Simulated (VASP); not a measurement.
# TiO2 (P4_2/mnm) in VASP: further runs, part 2 of 2

VASP 6.6.1. Earlier steps stand in the parts before.

### Step 5. Single point, PBE (10.65 Å³/atom)

Input file INCAR:

```
SYSTEM = TiO2
  ALGO = Normal
  EDIFF = 1E-6
  ENCUT = 520
  GGA = PE
  ISIF = 2
  ISMEAR = 0
  LASPH = .True.
  LCHARG = .False.
  LREAL = .False.
  LWAVE = .False.
  NBANDS = 33
  NELM = 100
  PREC = Accurate
  SIGMA = 0.05
```

Input file KPOINTS:

```
k-points
0
Gamma
  8 8 10
  0 0 0
```

Input file POSCAR:

```
TiO2
1.0
    4.5206845509      0.0000000000      0.0000000000
    0.0000000000      4.5206845509      0.0000000000
    0.0000000000      0.0000000000      3.1269575039
Ti O
2 4
Direct
    0.0000000000      0.0000000000      0.0000000000
    0.5000000000      0.5000000000      0.5000000000
    0.3050970583      0.3050970583      0.0000000000
    0.1949029417      0.8050970583      0.5000000000
    0.6949029417      0.6949029417      0.0000000000
    0.8050970583      0.1949029417      0.5000000000
```

Potentials or basis: VASP PAW PBE potentials, release 64 (Ti_sv, O).

Started as:

```console
$ cat potpaw_PBE.64/Ti_sv/POTCAR potpaw_PBE.64/O/POTCAR > POTCAR
$ mpirun -np 1 vasp_std > vasp.out
```

OUTCAR:

```text
SYSTEM = TiO2
   EDIFF = 1E-6
   ENCUT = 520
   GGA = PE
   ISIF = 2
   ISMEAR = 0
   LASPH = .True.
   LREAL = .False.
   NELM = 100
   PREC = Accurate

 ion  position               nearest neighbor table
   1  0.000  0.000  0.000-   3 1.95   5 1.95   4 2.00   6 2.00   4 2.00   6 2.00
   2  0.500  0.500  0.500-   4 1.95   6 1.95   5 2.00   3 2.00   3 2.00   5 2.00
   3  0.305  0.305  0.000-   1 1.95   2 2.00   2 2.00
   4  0.195  0.805  0.500-   2 1.95   1 2.00   1 2.00
   5  0.695  0.695  0.000-   1 1.95   2 2.00   2 2.00
   6  0.805  0.195  0.500-   2 1.95   1 2.00   1 2.00

  LATTYP: Found a simple tetragonal cell.
 ALAT       =     4.5206845509
 C/A-ratio  =     0.6917000000

  Lattice vectors:

 A1 = (   4.5206845509,   0.0000000000,   0.0000000000)
 A2 = (   0.0000000000,   4.5206845509,   0.0000000000)
 A3 = (   0.0000000000,   0.0000000000,   3.1269575039)

Analysis of symmetry for initial positions (statically):
=====================================================================
 Subroutine PRICEL returns:
[... 183 lines left out ...]

 val. band max:        4.7533926998   @ k =   0.0000   0.0000   0.0000
 cond. band min:       6.5064596329   @ k =   0.0000   0.0000   0.0000
 fundamental gap:      1.7530669331
 Fermi energy:         5.0277334161

 k-point     1 :       0.0000    0.0000    0.0000
  band No.  band energies     occupation
      1     -52.4033      2.00000
      2     -52.3862      2.00000
      3     -28.6885      2.00000
      4     -28.6885      2.00000
      5     -28.5358      2.00000
      6     -28.5331      2.00000
[... 853 lines left out ...]
     32      10.2516      0.00000
     33      10.7670      0.00000

 [... further k-points ...]

------------------------ aborting loop because EDIFF is reached ----------------------------------------

  FORCE on cell =-STRESS in cart. coord.  units (eV):
  Direction    XX          YY          ZZ          XY          YZ          ZX
  --------------------------------------------------------------------------------------
  -------------------------------------------------------------------------------------
  Total        1.6510398      1.6510398     -5.5541149      0.0000000      0.0000000      0.0000000
  in kB       41.3940315     41.3940315   -139.2499526      0.0000000      0.0000000      0.0000000
  external PRESSURE =     -18.8206298 kB  Pullay stress =       0.0000000 kB

 VOLUME and BASIS-vectors are now :
 -----------------------------------------------------------------------------
  energy-cutoff  :      520.00
  volume of cell :       63.90
      direct lattice vectors                 reciprocal lattice vectors
     4.520684551  0.000000000  0.000000000     0.221205437  0.000000000  0.000000000
     0.000000000  4.520684551  0.000000000     0.000000000  0.221205437  0.000000000
     0.000000000  0.000000000  3.126957504     0.000000000  0.000000000  0.319799677

 POSITION                                       TOTAL-FORCE (eV/Angst)
 -----------------------------------------------------------------------------------
      0.00000      0.00000      0.00000         0.000000      0.000000      0.000000
      2.26034      2.26034      1.56348         0.000000      0.000000      0.000000
      1.37925      1.37925      0.00000        -0.017819     -0.017819      0.000000
      0.88109      3.63959      1.56348         0.017819     -0.017819      0.000000
      3.14144      3.14144      0.00000         0.017819      0.017819      0.000000
      3.63959      0.88109      1.56348        -0.017819      0.017819      0.000000
 -----------------------------------------------------------------------------------
    total drift:                               -0.000000      0.000000     -0.000000

  FREE ENERGIE OF THE ION-ELECTRON SYSTEM (eV)
  ---------------------------------------------------
  free  energy   TOTEN  =       -53.4776239707 eV

  energy  without entropy=      -53.4776239707  energy(sigma->0) =      -53.47762397
```

OSZICAR:

```text
N       E                     dE             d eps       ncg     rms          rms(c)
DAV:   1     0.647708759090E+03    0.64771E+03   -0.24182E+04  5940   0.171E+03
DAV:   2     0.255562689653E+02   -0.62215E+03   -0.57485E+03  6471   0.510E+02
DAV:   3    -0.668628851852E+02   -0.92419E+02   -0.90625E+02  8153   0.188E+02
DAV:   4    -0.714210414534E+02   -0.45582E+01   -0.45472E+01  8623   0.398E+01
DAV:   5    -0.716055073373E+02   -0.18447E+00   -0.18444E+00  7998   0.639E+00    0.303E+01
DAV:   6    -0.539635985030E+02    0.17642E+02   -0.78357E+01  7924   0.875E+01    0.115E+01
DAV:   7    -0.538234285821E+02    0.14017E+00   -0.13774E+01  7636   0.330E+01    0.859E+00
DAV:   8    -0.537355654272E+02    0.87863E-01   -0.43019E-01  7207   0.454E+00    0.740E+00
DAV:   9    -0.537868441424E+02   -0.51279E-01   -0.20625E+00  7571   0.161E+01    0.496E+00
DAV:  10    -0.534837413760E+02    0.30310E+00   -0.11723E+00  7548   0.103E+01    0.773E-01
DAV:  11    -0.534794257434E+02    0.43156E-02   -0.45452E-02  6769   0.169E+00    0.476E-01
DAV:  12    -0.534781854567E+02    0.12403E-02   -0.58720E-03  6907   0.551E-01    0.201E-01
DAV:  13    -0.534776491072E+02    0.53635E-03   -0.14534E-03  8137   0.265E-01    0.641E-02
DAV:  14    -0.534777010681E+02   -0.51961E-04   -0.11318E-04  6939   0.112E-01    0.717E-02
DAV:  15    -0.534776219903E+02    0.79078E-04   -0.22589E-04  7855   0.134E-01    0.366E-03
DAV:  16    -0.534776237395E+02   -0.17493E-05   -0.15974E-05  6896   0.281E-02    0.457E-03
DAV:  17    -0.534776239707E+02   -0.23114E-06   -0.48651E-07  3947   0.581E-03
   1 F= -.53477624E+02 E0= -.53477624E+02  d E =-.371299E-17
```

It took 3.1 min on 1 thread of AMD EPYC 7R13 (Zen 3), shared host; peak memory 0.24 GiB.

Results:

```
Free energy            : -53.4776 eV
Pressure               : -1.9 GPa
Largest force          : 0.025 eV/Å
Band gap on the k mesh : 1.75 eV
```

Forces in eV/Å, atoms in the order of the input:
```
Ti   0.000  0.000  0.000
Ti   0.000  0.000  0.000
O   -0.018 -0.018  0.000
O    0.018 -0.018  0.000
O    0.018  0.018  0.000
O   -0.018  0.018  0.000
```

Stress tensor (GPa, compression positive):
```
  4.14   0.00   0.00
  0.00   4.14   0.00
  0.00   0.00 -13.92
```

Caveat: the stress differs along the axes, from -14 to 4 GPa. A k mesh can miss the band edges.

### Step 6. Single point, PBE (10.65 Å³/atom)

Input file INCAR:

```
SYSTEM = TiO2
PREC = Accurate
ENCUT = 520
EDIFF = 1E-7
ISMEAR = 0
SIGMA = 0.05
LREAL = .False.
LASPH = .True.
NELM = 100
ALGO = Normal
ISIF = 2
LWAVE = .False.
LCHARG = .False.
GGA = PE
NBANDS = 33
```

Input file KPOINTS:

```
Automatic mesh
0
Gamma
  8 8 10
  0 0 0
```

Changes to POSCAR since step 5:

```diff
@@ -2,5 +2,5 @@
 1.0
-    4.5206845509      0.0000000000      0.0000000000
-    0.0000000000      4.5206845509      0.0000000000
-    0.0000000000      0.0000000000      3.1269575039
+    4.7694873040      0.0000000000      0.0000000000
+    0.0000000000      4.7694873040      0.0000000000
+    0.0000000000      0.0000000000      2.8092280220
 Ti O
```

Potentials or basis: VASP PAW PBE potentials, release 64 (Ti_sv, O).

Started as:

```console
$ cat potpaw_PBE.64/Ti_sv/POTCAR potpaw_PBE.64/O/POTCAR > POTCAR
$ mpirun -np 1 vasp_std > vasp.out
```

It took 3.7 min on 1 thread of AMD EPYC 7R13 (Zen 3), shared host; peak memory 0.24 GiB.

Results (log left out):

| Quantity | Value |
| --- | --- |
| Free energy | -53.4250 eV |
| Pressure | 5.0 GPa |
| Largest force | 0.067 eV/Å |
| Band gap on the k mesh | 1.96 eV (least direct gap 2.00 eV) |

Forces on the atoms (eV/Å):
```
Ti   0.000  0.000  0.000
Ti   0.000  0.000  0.000
O   -0.047 -0.047  0.000
O    0.047 -0.047  0.000
O    0.047  0.047  0.000
O   -0.047  0.047  0.000
```

Stress tensor (GPa, compression positive):
```
-3.04  0.00  0.00
 0.00 -3.04  0.00
 0.00  0.00 21.02
```

Levels at points of the mesh, in eV from the valence-band top:
```tsv
k point	band 21	band 22	band 23	band 24	band 25	band 26	band 27	band 28
(0.00, 0.00, 0.00)	-0.31	-0.31	-0.21	-0.03	1.97	2.15	2.99	2.99
(0.50, 0.00, 0.00)	-0.89	-0.89	-0.59	-0.59	2.62	2.62	3.36	3.36
(0.50, 0.50, 0.00)	-0.92	-0.92	-0.66	-0.66	1.96	1.96	3.00	3.00
(0.00, 0.00, 0.50)	-1.77	-1.77	-1.29	-1.29	3.09	3.09	3.76	3.76
(0.50, 0.00, 0.50)	-1.87	-1.87	-0.79	-0.79	2.17	2.17	3.98	3.98
(0.50, 0.50, 0.50)	-0.94	-0.94	-0.61	-0.61	2.81	2.81	3.36	3.36
```

Caveat: the stress differs along the axes, from -3 to 21 GPa. A k mesh can miss the band edges.

### Step 7. Overview

| cell | gap on the mesh (eV) | pressure (GPa) | largest force (eV/Å) |
| --- | --- | --- | --- |
| a = 4.460, b = 4.460, c = 3.212 Å, 6 atoms | 1.80 | -2.4 | 0.01 |
| a = 4.582, b = 4.582, c = 3.044 Å, 6 atoms | 1.77 | -0.8 | 0.02 |
| a = 4.834, b = 4.834, c = 2.735 Å, 6 atoms | 1.91 | 7.8 | 0.11 |
| a = 4.521, b = 4.521, c = 3.127 Å, 6 atoms | 1.75 | -1.9 | 0.03 |
| a = 4.769, b = 4.769, c = 2.809 Å, 6 atoms | 1.96 | 5.0 | 0.07 |

Alike in all rows: task single point; level PBE; potentials or basis VASP PAW PBE potentials, release 64 (Ti_sv, O); no spin polarisation; k mesh 8 × 8 × 10; cutoff (eV) 520; smearing gaussian 0.05 eV.

Caveats: the stress differs along the axes, from -19 to 6 GPa (at least some runs); the stress differs along the axes, from -7 to 2 GPa (at least some runs); the stress differs along the axes, from -5 to 33 GPa (at least some runs); the stress differs along the axes, from -14 to 4 GPa (at least some runs); the stress differs along the axes, from -3 to 21 GPa (at least some runs).

Total energies depend on the potentials used, so only differences within one code and one set of settings carry meaning.

### Step 8. Comparison with measurements

Step 3. Measured gap of TiO2: 3.03 eV (direct; 1.6 K; quoted in “Shallow Valence Band of Rutile GeO2 and P-type Doping”, 2020, arxiv:2011.08928). This calculation gives 1.77 eV (-1.26 eV). 2 values of this kind are on record in papers (3.03 to 3.05 eV); this one was drawn at random among those near their median. The value is that of PBE on a finite k mesh, which can miss the band edges, without temperature or zero-point motion. Semilocal functionals fall short of measured gaps as a rule.
